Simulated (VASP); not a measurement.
# Ni (Fm-3m) in VASP: further runs

The runs below take Ni through single point, with PBE.

Program: VASP 6.6.1. These are calculated values, not measurements. Logs are shortened: lines on timing, memory, paths and dates and some standing lists are left out, and cuts for length are marked.

### Step 1. The cell of the first run

It takes space group Fm-3m (No. 225, cubic). The conventional cell has a = 3.450 Å, b = 3.450 Å, c = 3.450 Å, α = 90.00°, β = 90.00°, γ = 90.00°. Within 3.2 Å of Ni (site symmetry m-3m) lie 12 Ni at 2.44 Å.

### Step 2. Single point, PBE, collinear spin, ferromagnetic start

The input, INCAR:

```
PREC = Accurate
ENCUT = 520
EDIFF = 1E-7
ISMEAR = -1
SIGMA = 0.05
LREAL = F
LASPH = T
NELM = 150
ALGO = Normal
ISIF = 2
LWAVE = F
LCHARG = T
ISPIN = 2
MAGMOM = 2 2
LORBIT = 11
LMAXMIX = 4
GGA = PE
LELF = T
LVHAR = T
NBANDS = 21
```

The input, KPOINTS:

```
regular mesh
0
Gamma
  13 13 13
```

The input, POSCAR:

```
Ni
1.0
    3.4500000000      1.7250000000      1.7250000000
    1.7250000000      3.4500000000      1.7250000000
    1.7250000000      1.7250000000      3.4500000000
Ni
2
Direct
    0.0000000000      0.0000000000      0.0000000000
    0.5000000000      0.5000000000      0.5000000000
```

Potentials or basis: VASP PAW PBE potentials, release 64 (Ni).

The run is started by

```sh
cat potpaw_PBE.64/Ni/POTCAR > POTCAR
mpirun -np 1 vasp_std > vasp.out
```

OUTCAR:

```text
PREC = Accurate
   ENCUT = 520
   EDIFF = 1E-7
   ISMEAR = -1
   LREAL = F
   LASPH = T
   NELM = 150
   ISIF = 2
   ISPIN = 2
   LORBIT = 11
   GGA = PE

 ion  position               nearest neighbor table
   1  0.000  0.000  0.000-   2 2.44   2 2.44   2 2.44   2 2.44   2 2.44   2 2.44
   2  0.500  0.500  0.500-   1 2.44   1 2.44   1 2.44   1 2.44   1 2.44   1 2.44

  LATTYP: Found a trigonal (rhomboedric) cell.
 ALAT       =     4.2253698063
 COS(alpha) =     0.8333333333

  Lattice vectors:

 A1 = (   3.4500000000,   1.7250000000,   1.7250000000)
 A2 = (   1.7250000000,   3.4500000000,   1.7250000000)
 A3 = (   1.7250000000,   1.7250000000,   3.4500000000)

Analysis of symmetry for initial positions (statically):
=====================================================================
 Subroutine PRICEL returns following result:

  LATTYP: Found a face centered cubic cell.
 ALAT       =     3.4500000000
[... 12 lines left out ...]
 Subroutine GETGRP returns: Found 12 space group operations
 (whereof 12 operations were pure point group operations)
 out of a pool of 12 trial point group operations.

The static configuration has the point symmetry D_3d.

Analysis of symmetry for dynamics (positions and initial velocities):
=====================================================================
 Subroutine PRICEL returns following result:

  LATTYP: Found a face centered cubic cell.
 ALAT       =     3.4500000000
[... 12 lines left out ...]
 Subroutine GETGRP returns: Found 12 space group operations
 (whereof 12 operations were pure point group operations)
 out of a pool of 12 trial point group operations.

The dynamic configuration has the point symmetry D_3d.

Analysis of structural, dynamic, and magnetic symmetry:
=====================================================================
 Subroutine PRICEL returns following result:

  LATTYP: Found a face centered cubic cell.
 ALAT       =     3.4500000000
[... 12 lines left out ...]
 Subroutine GETGRP returns: Found 12 space group operations
 (whereof 12 operations were pure point group operations)
 out of a pool of 12 trial point group operations.

The overall configuration has the point symmetry D_3d.

 Subroutine INISYM returns: Found 12 space group operations
 (whereof 12 operations are pure point group operations),
 and found     2 'primitive' translations

----------------------------------------------------------------------------------------

[... 109 lines left out ...]
     AMIX     =   0.40;   BMIX     =  1.00
     AMIX_MAG =   1.60;   BMIX_MAG =  1.00
  volume/ion in A,a.u.               =      10.27        69.28
  Fermi-wavevector in a.u.,A,eV,Ry     =   1.622840  3.066723 35.832440  2.633610
  Thomas-Fermi vector in A             =   2.716388
   LORBIT       =     11    0 simple, 1 ext, 2 COOP (PROOUT), +10 PAW based schemes
   GGA     = PE    functional components
   LHFCALC =     F    Hartree Fock is set to
   AEXX    =    0.0000 exact exchange contribution
   IVDW    =     0    specifies the selected vdW correction
   LEPSILON=     F    determine dielectric tensor
   LRPA    =     F    only Hartree local field effects (RPA)
 spin polarized calculation
  energy-cutoff  :      520.00
  volume of cell :       20.53
 maximum number of plane-waves:       570
   NGX = 15   NGY = 15   NGZ = 15

 number of electron      19.9999993 magnetization       1.2240122

 Free energy of the ion-electron system (eV)
  ---------------------------------------------------
  ext. energy  EPLUGINS =         0.00000000
  ---------------------------------------------------
  free energy    TOTEN  =       -10.90877174 eV

  energy without entropy =      -10.88279478  energy(sigma->0) =      -10.89578326

 E-fermi :  10.2227     XC(G=0): -13.6019

 val. band max:       10.2169691301   @ k =  -0.2308  -0.2308   0.1538
 cond. band min:      10.2234023183   @ k =   0.4615   0.3077   0.3077
 fundamental gap:      0.0064331882
 Fermi energy:        10.2227295652

 spin component 1

 k-point     1 :       0.0000    0.0000    0.0000
  band No.  band energies     occupation
      1       0.8000      1.00000
      2       5.0630      1.00000
      3       7.6445      1.00000
      4       7.6463      1.00000
      5       7.6463      1.00000
      6       7.6546      1.00000
[... 565 lines left out ...]
     20      38.5318      0.00000
     21      40.1168      0.00000

 [... further k-points ...]

 spin component 2

 k-point     1 :       0.0000    0.0000    0.0000
  band No.  band energies     occupation
      1       0.7737      1.00000
      2       5.4877      1.00000
      3       8.2578      1.00000
      4       8.2578      1.00000
      5       8.3786      1.00000
      6       8.3786      1.00000
[... 565 lines left out ...]
     20      38.5503      0.00000
     21      40.1949      0.00000

 [... further k-points ...]

------------------------ aborting loop because EDIFF is reached ----------------------------------------

  FORCE on cell =-STRESS in cart. coord.  units (eV):
  Direction    XX          YY          ZZ          XY          YZ          ZX
  --------------------------------------------------------------------------------------
  -------------------------------------------------------------------------------------
  Total        1.7022256      1.7022256      1.7022256      0.0016976      0.0016976      0.0016976
  in kB      132.8312939    132.8312939    132.8312939      0.1324669      0.1324669      0.1324669
  external PRESSURE =     132.8312939 kB  Pullay stress =       0.0000000 kB

 VOLUME and BASIS-vectors are now :
 -----------------------------------------------------------------------------
  energy-cutoff  :      520.00
  volume of cell :       20.53
      direct lattice vectors                 reciprocal lattice vectors
     3.450000000  1.725000000  1.725000000     0.434782609 -0.144927536 -0.144927536
     1.725000000  3.450000000  1.725000000    -0.144927536  0.434782609 -0.144927536
     1.725000000  1.725000000  3.450000000    -0.144927536 -0.144927536  0.434782609

 POSITION                                       TOTAL-FORCE (eV/Angst)
 -----------------------------------------------------------------------------------
      0.00000      0.00000      0.00000         0.000000      0.000000     -0.000000
      3.45000      3.45000      3.45000        -0.000000     -0.000000      0.000000
 -----------------------------------------------------------------------------------
    total drift:                               -0.000000      0.000000     -0.000000

  FREE ENERGIE OF THE ION-ELECTRON SYSTEM (eV)
  ---------------------------------------------------
  free  energy   TOTEN  =       -10.9087717356 eV

  energy  without entropy=      -10.8827947773  energy(sigma->0) =      -10.89578326

 total charge

# of ion       s       p       d       tot
------------------------------------------
    1        0.523   0.552   8.344   9.420
    2        0.523   0.552   8.344   9.420
--------------------------------------------------
tot          1.047   1.104  16.689  18.839

 magnetization (x)

# of ion       s       p       d       tot
------------------------------------------
    1       -0.006  -0.024   0.649   0.618
    2       -0.006  -0.024   0.649   0.618
--------------------------------------------------
tot         -0.012  -0.049   1.297   1.236
```

stdout:

```text
POSCAR found type information on POSCAR Ni
 POSCAR found :  1 types and       2 ions
 scaLAPACK will be used
 LDA part: xc-table for (Slater+PW92), standard interpolation
 POSCAR, INCAR and KPOINTS ok, starting setup
 FFT: planning ... GRIDC
 FFT: planning ... GRID_SOFT
 FFT: planning ... GRID
 WAVECAR not read
 entering main loop
```

It took 2.4 min on 1 thread of Intel Xeon 6975P-C (Granite Rapids), shared host; peak memory 0.3 GiB.

Results:

```
Free energy                                           : -10.9088 eV
Pressure                                              : 13.3 GPa
Net moment                                            : 1.22 μB per cell
Site moments                                          : Ni +0.62 μB
Valence electrons inside the program's atomic spheres : Ni 9.42
```

Caveat: the cell stands under pressure.

### Step 3. Single point, PBE, collinear spin, antiferromagnetic start

The input, INCAR:

```
SYSTEM = Ni
ALGO = Normal ; EDIFF = 1E-6
ENCUT = 520 ; GGA = PE
ISIF = 2 ; ISMEAR = -1
ISPIN = 2 ; LASPH = .TRUE.
LCHARG = .FALSE. ; LMAXMIX = 4
LORBIT = 11 ; LREAL = .FALSE.
LWAVE = .FALSE. ; MAGMOM = 2 -2
NBANDS = 21 ; NELM = 150
PREC = Accurate ; SIGMA = 0.05
```

The input, KPOINTS:

```
k-points
0
G
  13 13 13
  0 0 0
```

POSCAR is that of step 2.

Potentials or basis: VASP PAW PBE potentials, release 64 (Ni).

The run is started by

```sh
cat potpaw_PBE.64/Ni/POTCAR > POTCAR
mpirun -np 1 vasp_std > vasp.out
```

It took 2.1 min on 1 thread of Intel Xeon 6975P-C (Granite Rapids), shared host; peak memory 0.3 GiB.

The run converged. Its results:

```
Free energy                                           : -10.8148 eV
Pressure                                              : 12.4 GPa
Band gap on the k mesh                                : zero (filled and empty bands overlap)
Net moment                                            : 0.00 μB per cell
Site moments                                          : Ni +0.20, -0.20 μB
Valence electrons inside the program's atomic spheres : Ni 9.42
```

Stress tensor (GPa, compression positive):
```
12.36  0.17  0.17
 0.17 12.36  0.17
 0.17  0.17 12.36
```

Levels at points of the mesh, in eV from the Fermi level:
Spin up:
```tsv
k point	band 6	band 7	band 8	band 9	band 10	band 11	band 12	band 13	band 14	band 15
(0.00, 0.00, 0.00)	-1.97	-1.97	-0.83	-0.83	-0.27	-0.02	-0.02	6.48	22.76	24.30
```
Spin down:
```
           k point  band 8  band 9  band 10  band 11  band 12  band 13
(0.00, 0.00, 0.00)   -0.83   -0.83    -0.27    -0.02    -0.02     6.48
```

Caveat: the cell stands under pressure.
